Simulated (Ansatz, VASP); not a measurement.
SiGe: VASP beside Ansatz

```
Si Ge
1.0
     4.11152    0.00000    0.00000
    -2.05576    3.56068    0.00000
     0.00000    0.00000    5.66404
Si Ge
2 2
Direct
  0.66667 0.33333 0.87450
  0.33333 0.66667 0.37450
  0.66667 0.33333 0.50050
  0.33333 0.66667 0.00050
```

Alike in both runs: task single point; functional LDA; k mesh 12 × 12 × 6; occupations gaussian, width 0.03 eV; no spin polarisation.

|  | VASP | Ansatz |
| --- | --- | --- |
| version | VASP 6.6.1 | Ansatz 0.2.0 |
| potentials or method | VASP PAW LDA potentials, release 64 (Si, Ge_d), cutoff 520 eV | scalar-relativistic, plane waves, PAW |
| valence electrons in the cell | 36 | 36 |

|  | VASP | Ansatz | Ansatz less VASP |
| --- | --- | --- | --- |
| gap on the k mesh at the Fermi level (eV) | none | none | - |
| pressure (GPa) | 5.6 | 5.5 | -0.10 |
| traceless stress, the component that is largest in VASP (GPa) | 32.04 | 31.98 | -0.066 |
| rms of the force components (eV/Å) | 1.920 | 1.919 | -0.0013 |

Ansatz warns that its potentials were made for another functional, while VASP's fit it. LDA's correlation is that of Perdew and Zunger in VASP and of Perdew and Wang (1992) in Ansatz. Atom by atom the forces differ by 0.001 eV/Å (rms over components). A gap of «none» marks a metal or a gap that the smearing closes.
